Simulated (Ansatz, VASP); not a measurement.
**One calculation of Cd2TeO, two programs**

```xyz
4
Lattice="4.1198 0.0000 0.0000 0.0000 4.1198 0.0000 0.0000 0.0000 5.5128" Properties=species:S:1:pos:R:3 pbc="T T T"
O     0.0000    0.0000    0.0000
Cd    0.0000    2.0599    4.5800
Cd    2.0599    0.0000    0.9328
Te    2.0599    2.0599    2.7564
```

Alike in both runs: task single point; functional PBE; k mesh 6 × 6 × 4; occupations fermi-dirac, width 0.02 eV; no spin polarisation.

|  | VASP | Ansatz |
| --- | --- | --- |
| version | VASP 6.6.1 | Ansatz 0.2.0 |
| potentials or method | VASP PAW PBE potentials, release 64 (O, Cd, Te) | plane waves, PAW |
| plane-wave cutoff (eV) | 520 | 420 |
| valence electrons in the cell | 36 | 62 |

|  | VASP | Ansatz | Ansatz less VASP |
| --- | --- | --- | --- |
| pressure (GPa) | 4.4 | 4.0 | -0.48 |
| rms of the force components (eV/Å) | 0.027 | 0.042 | +0.0150 |

With one functional, cell and mesh, what is left measures potentials, basis and numerics. VASP's potentials hold 36 valence electrons a cell and Ansatz's 62, so a difference there can come from the potentials and not from the codes.

Spin-orbit coupling is off throughout.
